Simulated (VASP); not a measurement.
# SiC in VASP: notebook

SiC is run at these levels: PBE; tasks: single point.

All numbers are computed with VASP 6.6.1; they aren't measurements. Logs are shortened: lines on timing, memory, paths and dates and some standing lists are left out, and cuts for length are marked.

## (1) The cell of the first run

The cell holds a slab with vacuum, 6 atoms: a = 3.097 Å, b = 3.097 Å, c = 19.689 Å, α = 90.00°, β = 90.00°, γ = 120.00°.

## (2) Single point, PBE

File INCAR:

```
PREC = Accurate
ENCUT = 520
EDIFF = 1E-7
ISMEAR = 0
SIGMA = 0.05
LREAL = False
LASPH = True
NELM = 100
ALGO = Normal
ISIF = 2
LWAVE = False
LCHARG = False
LDIPOL = True
IDIPOL = 3
DIPOL = 0.5 0.5 0.499
GGA = PE
NBANDS = 21
```

File KPOINTS:

```
regular mesh
0
Gamma
  9 9 1
```

File POSCAR:

```
SiC
1.0
    3.0967390168      0.0000000000      0.0000000000
   -1.5483695084      2.6818546574      0.0000000000
    0.0000000000      0.0000000000     19.6890728433
C Si
3 3
Direct
    0.0000000000      0.0000000000      0.3555271523
    0.3333333333      0.6666666667      0.4839474614
    0.6666666667      0.3333333333      0.6142978612
    0.3333333333      0.6666666667      0.3876322296
    0.6666666667      0.3333333333      0.5136154926
    0.0000000000      0.0000000000      0.6406374685
```

Potentials or basis: VASP PAW PBE potentials, release 64 (C, Si).

Launch:

```sh
> cat potpaw_PBE.64/C/POTCAR potpaw_PBE.64/Si/POTCAR > POTCAR
> mpirun -np 1 vasp_std > vasp.out
```

OUTCAR:

```text
PREC = Accurate
   ENCUT = 520
   EDIFF = 1E-7
   ISMEAR = 0
   LREAL = False
   LASPH = True
   NELM = 100
   ISIF = 2
   GGA = PE

 ion  position               nearest neighbor table
   1  0.000  0.000  0.356-   4 1.90   4 1.90   4 1.90
   2  0.333  0.667  0.484-   5 1.88   5 1.88   5 1.88   4 1.90
   3  0.667  0.333  0.614-   6 1.86   6 1.86   6 1.86   5 1.98
   4  0.333  0.667  0.388-   1 1.90   1 1.90   1 1.90   2 1.90   5 3.06   5 3.06   5 3.06
   5  0.667  0.333  0.514-   2 1.88   2 1.88   2 1.88   3 1.98   4 3.06   4 3.06   4 3.06   6 3.07
                             6 3.07   6 3.07
   6  0.000  0.000  0.641-   3 1.86   3 1.86   3 1.86   5 3.07   5 3.07   5 3.07

  LATTYP: Found a hexagonal cell.
 ALAT       =     3.0967390168
 C/A-ratio  =     6.3580019939

  Lattice vectors:

 A1 = (   3.0967390168,   0.0000000000,   0.0000000000)
 A2 = (  -1.5483695084,   2.6818546574,   0.0000000000)
 A3 = (   0.0000000000,   0.0000000000,  19.6890728433)

Analysis of symmetry for initial positions (statically):
=====================================================================
 Subroutine PRICEL returns:
 Original cell was already a primitive cell.

 Routine SETGRP: Setting up the symmetry group for a
 hexagonal supercell.

 Subroutine GETGRP returns: Found  6 space group operations
 (whereof  6 operations were pure point group operations)
 out of a pool of 24 trial point group operations.

The static configuration has the point symmetry C_3v.

Analysis of symmetry for dynamics (positions and initial velocities):
=====================================================================
 Subroutine PRICEL returns:
 Original cell was already a primitive cell.

 Routine SETGRP: Setting up the symmetry group for a
 hexagonal supercell.

 Subroutine GETGRP returns: Found  6 space group operations
 (whereof  6 operations were pure point group operations)
 out of a pool of 24 trial point group operations.

The dynamic configuration has the point symmetry C_3v.

 Subroutine INISYM returns: Found  6 space group operations
 (whereof  6 operations are pure point group operations),
 and found     1 'primitive' translations

----------------------------------------------------------------------------------------

                                     Primitive cell

  volume of cell :     163.5178

  direct lattice vectors                    reciprocal lattice vectors
     3.096739017  0.000000000  0.000000000     0.322920335  0.186438142  0.000000000
    -1.548369508  2.681854657  0.000000000     0.000000000  0.372876284  0.000000000
     0.000000000  0.000000000 19.689072843     0.000000000  0.000000000  0.050789593

  length of vectors
     3.096739017  3.096739017 19.689072843     0.372876284  0.372876284  0.050789593

  position of ions in fractional coordinates (direct lattice)
     0.000000000  0.000000000  0.355527152
     0.333333333  0.666666667  0.483947461
     0.666666667  0.333333333  0.614297861
     0.333333333  0.666666667  0.387632230
     0.666666667  0.333333333  0.513615493
     0.000000000  0.000000000  0.640637469

  ion indices of the primitive-cell ions
   primitive index   ion index
                 1           1
                 2           2
                 3           3
                 4           4
                 5           5
                 6           6

----------------------------------------------------------------------------------------

 KPOINTS: regular mesh

Automatic generation of k-mesh.
 Grid dimensions read from file:
 generate k-points for:    9    9    1

 Generating k-lattice:

  Cartesian coordinates                     Fractional coordinates (reciprocal lattice)
     0.035880037  0.020715349  0.000000000     0.111111111  0.000000000  0.000000000
     0.000000000  0.041430698  0.000000000     0.000000000  0.111111111  0.000000000
     0.000000000  0.000000000  0.050789593     0.000000000  0.000000000  1.000000000

  Length of vectors
     0.041430698  0.041430698  0.050789593

  Shift w.r.t. Gamma in fractional coordinates (k-lattice)
     0.000000000  0.000000000  0.000000000

 Subroutine IBZKPT returns following result:
 ===========================================

 Found     12 irreducible k-points:

 Following reciprocal coordinates:
            Coordinates               Weight
  0.000000  0.000000  0.000000      1.000000
  0.111111 -0.000000  0.000000      6.000000
  0.222222 -0.000000  0.000000      6.000000
  0.333333  0.000000  0.000000      6.000000
  0.444444 -0.000000  0.000000      6.000000
  0.111111  0.111111  0.000000      6.000000
  0.222222  0.111111  0.000000     12.000000
  0.333333  0.111111  0.000000     12.000000
  0.444444  0.111111  0.000000      6.000000
  0.222222  0.222222  0.000000      6.000000
  0.333333  0.222222  0.000000     12.000000
  0.333333  0.333333  0.000000      2.000000
   k-points           NKPTS =     12   k-points in BZ     NKDIM =     12   number of bands    NBANDS=     21
   number of dos      NEDOS =    301   number of ions     NIONS =      6
   total plane-waves  NPLWV =  86400
   dimension x,y,z NGX =    24 NGY =   24 NGZ =  150
   dimension x,y,z NGXF=    48 NGYF=   48 NGZF=  300
   ions per type =               3   3
   NGX,Y,Z   is equivalent  to a cutoff of  12.88, 12.88, 12.67 a.u.
   NGXF,Y,Z  is equivalent  to a cutoff of  25.77, 25.77, 25.33 a.u.
 SYSTEM =  unknown system
   PREC   = accura    normal or accurate (medium, high low for compatibility)
   ISTART =      0    job   : 0-new  1-cont  2-samecut
   ICHARG =      2    charge: 1-file 2-atom 10-const
   ISPIN  =      1    spin polarized calculation?
   LNONCOLLINEAR =      F non collinear calculations
   LSORBIT =      F    spin-orbit coupling
   LASPH  =      T    aspherical Exc in radial PAW
   ENCUT  =  520.0 eV  38.22 Ry    6.18 a.u.   5.76  5.76 36.61*2*pi/ulx,y,z
   NELM   =    100;   NELMIN=  2; NELMDL= -5     # of ELM steps
   EDIFF  = 0.1E-06   stopping-criterion for ELM
   LREAL  =      F    real-space projection
   EDIFFG = 0.1E-05   stopping-criterion for IOM
   NSW    =      0    number of steps for IOM
   IBRION =     -1    ionic relax: 0-MD 1-quasi-New 2-CG
   NFREE  =      0    steps in history (QN), initial steepest desc. (CG)
   ISIF   =      2    stress and relaxation
   ISYM   =      2    0-nonsym 1-usesym 2-fastsym
   POTIM  = 0.5000    time-step for ionic-motion
   TEBEG  =    0.0;   TEEND  =   0.0 temperature during run
   PSTRESS=    0.0 pullay stress
   NELECT =      24.0000    total number of electrons
   NUPDOWN=      -1.0000    fix difference up-down
   EMIN   =  10.00;   EMAX   =-10.00  energy-range for DOS
   EFERMI =   0.00;   METHOD = LEGACY
   ISMEAR =     0;   SIGMA  =   0.05  broadening in eV -4-tet -1-fermi 0-gaus
   EFERMI_NEDOS =   21; number of points for ismear=-14 and -15
   IALGO  =     38    algorithm
   IMIX   =      4    mixing-type and parameters
     AMIX     =   0.40;   BMIX     =  1.00
     AMIX_MAG =   1.60;   BMIX_MAG =  1.00
  volume/ion in A,a.u.               =      27.25       183.91
  Fermi-wavevector in a.u.,A,eV,Ry     =   0.863555  1.631883 10.146245  0.745728
  Thomas-Fermi vector in A             =   1.981522
   LORBIT       =      0    0 simple, 1 ext, 2 COOP (PROOUT), +10 PAW based schemes
   GGA     = PE    functional components
   LHFCALC =     F    Hartree Fock is set to
   AEXX    =    0.0000 exact exchange contribution
   IVDW    =     0    specifies the selected vdW correction
   LEPSILON=     F    determine dielectric tensor
   LRPA    =     F    only Hartree local field effects (RPA)
 non-spin polarized calculation
 Gauss-broadening in eV      SIGMA  =   0.05
  energy-cutoff  :      520.00
  volume of cell :      163.52
 maximum number of plane-waves:      4436
 NGX is ok and might be reduce to    24
   NGX = 11   NGY = 11   NGZ = 73

 dipolmoment           0.000000      0.000000      0.074932 electrons x Angstroem

 number of electron      24.0000000 magnetization

 dipolmoment           0.000000      0.000000     -0.116234 electrons x Angstroem

 Free energy of the ion-electron system (eV)
  ---------------------------------------------------
  ext. energy  EPLUGINS =         0.00000000
  ---------------------------------------------------
  free energy    TOTEN  =       -41.20412114 eV

  energy without entropy =      -41.20030422  energy(sigma->0) =      -41.20221268

 E-fermi :   0.1726     XC(G=0):  -5.2380

 val. band max:        0.1325497257   @ k =   0.4444   0.1111   0.0000
 cond. band min:       0.1814438096   @ k =   0.2222   0.2222   0.0000
 fundamental gap:      0.0488940839
 Fermi energy:         0.1725749580

 k-point     1 :       0.0000    0.0000    0.0000
  band No.  band energies     occupation
      1     -16.1250      2.00000
      2     -14.7305      2.00000
      3     -12.5071      2.00000
      4      -8.0835      2.00000
      5      -4.8555      2.00000
      6      -2.5494      2.00000
[... 13 lines left out ...]
     20       6.3478      0.00000
     21       6.3478      0.00000

 k-point     2 :       0.1111   -0.0000    0.0000
  band No.  band energies     occupation
      1     -15.9175      2.00000
      2     -14.5319      2.00000
      3     -12.3077      2.00000
      4      -7.9160      2.00000
      5      -4.7778      2.00000
      6      -3.4691      2.00000
[... 13 lines left out ...]
     20       6.5155      0.00000
     21       6.7265      0.00000
[... 199 lines left out ...]
      5      -8.1663      2.00000
      6      -6.6953      2.00000
[... 13 lines left out ...]
     20       8.0527      0.00000
     21       8.5976      0.00000

 k-point    12 :       0.3333    0.3333    0.0000
  band No.  band energies     occupation
      1     -12.3140      2.00000
      2     -11.7731      2.00000
      3      -9.4847      2.00000
      4      -8.7982      2.00000
      5      -8.2601      2.00000
      6      -7.2445      2.00000
[... 13 lines left out ...]
     20       9.0578      0.00000
     21       9.1765      0.00000

------------------------ aborting loop because EDIFF is reached ----------------------------------------

 vacuum level on the upper side and lower side of the slab       (xc-potential included)        -1.349         1.114

  FORCE on cell =-STRESS in cart. coord.  units (eV):
  Direction    XX          YY          ZZ          XY          YZ          ZX
  --------------------------------------------------------------------------------------
  -------------------------------------------------------------------------------------
  Total        0.2057873      0.2057873      0.2245000      0.0000000      0.0000000      0.0000000
  in kB        2.0163412      2.0163412      2.1996913      0.0000000      0.0000000      0.0000000
  external PRESSURE =       2.0774579 kB  Pullay stress =       0.0000000 kB

 VOLUME and BASIS-vectors are now :
 -----------------------------------------------------------------------------
  energy-cutoff  :      520.00
  volume of cell :      163.52
      direct lattice vectors                 reciprocal lattice vectors
     3.096739017  0.000000000  0.000000000     0.322920335  0.186438142  0.000000000
    -1.548369508  2.681854657  0.000000000     0.000000000  0.372876284  0.000000000
     0.000000000  0.000000000 19.689072843     0.000000000  0.000000000  0.050789593

 POSITION                                       TOTAL-FORCE (eV/Angst)
 -----------------------------------------------------------------------------------
      0.00000      0.00000      7.00000         0.000000     -0.000000      2.513898
     -0.00000      1.78790      9.52848         0.000000     -0.000000      0.979537
      1.54837      0.89395     12.09496        -0.000000      0.000000      0.002341
     -0.00000      1.78790      7.63212         0.000000     -0.000000     -3.491357
      1.54837      0.89395     10.11261        -0.000000     -0.000000      0.007668
      0.00000      0.00000     12.61356         0.000000     -0.000000     -0.012087
 -----------------------------------------------------------------------------------
    total drift:                               -0.000000      0.000000      0.000137

  FREE ENERGIE OF THE ION-ELECTRON SYSTEM (eV)
  ---------------------------------------------------
  free  energy   TOTEN  =       -41.2041211393 eV

  energy  without entropy=      -41.2003042168  energy(sigma->0) =      -41.20221268

 vacuum level on the upper side and lower side of the slab         4.108         6.647
```

It took 51 s on 1 thread of AMD EPYC 9R45 (Zen 5), shared host; peak memory 0.25 GiB.

What came out:

```
Free energy            : -41.2041 eV
Largest force          : 3.491 eV/Å
Band gap on the k mesh : zero (band 12 reaches 0.22 eV, above the bottom of band 13 at 0.13 eV)
```

Forces on the atoms (eV/Å):
```
C    0.000  0.000  2.514
C    0.000  0.000  0.980
C    0.000  0.000  0.002
Si   0.000  0.000 -3.491
Si   0.000  0.000  0.008
Si   0.000  0.000 -0.012
```

(Continued in part 2 of 2.)
